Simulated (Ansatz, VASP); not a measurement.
One calculation of TiAl3, two programs

```
CELL_PARAMETERS angstrom
-3.94796 0.00000 0.00000
0.00000 3.94796 3.94796
0.00000 3.94796 -3.94796
ATOMIC_POSITIONS crystal
Ti 0.00000 0.00000 0.00000
Ti 0.00000 0.50000 0.50000
Al 0.50000 0.74536 0.75464
Al 0.50000 0.25464 0.24536
Al 0.50000 0.74536 0.24536
Al 0.50000 0.25464 0.75464
Al 0.00000 0.50000 0.00000
Al 0.00000 0.00000 0.50000
```

Change from the starting cell: mode 4 frozen in at +0.000 Å and mode 18 at -0.037 Å (largest displacements).

Alike in both runs: task single point; functional PBEsol; k mesh 10 × 8 × 8; occupations gaussian, width 0.15 eV; no spin polarisation.

```csv
,VASP,Ansatz
version,VASP 6.6.1,Ansatz 0.2.0
potentials or method,"VASP PAW PBE potentials, release 64 (Ti_sv, Al), cutoff 520 eV","scalar-relativistic, plane waves, PAW"
valence electrons in the cell,42,42
```

```csv
,VASP,Ansatz,Ansatz less VASP
gap on the k mesh at the Fermi level (eV),none,none,-
pressure (GPa),0.3,0.1,-0.14
"traceless stress, the component that is largest in VASP (GPa)",-0.17,-0.17,0.000
rms of the force components (eV/Å),0.135,0.134,-0.0008
```

VASP's potentials were made for PBE, not for PBEsol, and Ansatz warns of the same on its side. Atom by atom the forces differ by 0.001 eV/Å (rms over components). A gap of «none» marks a metal or a gap that the smearing closes. The functional is the same, so the differences come from potentials, cutoffs and numerics.
